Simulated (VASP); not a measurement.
Input of a VASP 6.6.1 run:

The input INCAR:

```
ALGO = Normal ; EDIFF = 1E-6
ENCUT = 520 ; GGA = PS
ISIF = 2 ; ISMEAR = 0
LASPH = True ; LCHARG = True
LELF = True ; LREAL = False
LVHAR = True ; LWAVE = False
NBANDS = 16 ; NELM = 80
PREC = Accurate ; SIGMA = 0.05
```

KPOINTS

```
k-points
0
Gamma
  14 14 14
```

The input POSCAR:

```
InAs
1.0
    0.0000000000      2.8252305547      2.8252305547
    2.8252305547      0.0000000000      2.8252305547
    2.8252305547      2.8252305547      0.0000000000
In As
1 1
Direct
    0.5000000000      0.5000000000      0.5000000000
    0.0000000000      0.0000000000      0.0000000000
```

Potentials or basis: VASP PAW PBE potentials, release 64 (In_d, As).

Run with:

```bash
$ cat potpaw_PBE.64/In_d/POTCAR potpaw_PBE.64/As/POTCAR > POTCAR
$ mpirun -np 1 vasp_std > vasp.out
```

(1) Predict the pressure.

(2) Estimate the band gap on the k mesh.

Results:

(1) 0.2 GPa.

(2) zero (bands 9 and 10 overlap by 2.82 eV).

Caveat: the PAW data sets were made with another functional, which shifts forces and pressure a little; spin-orbit coupling is left out, which moves the levels of the heavy elements.
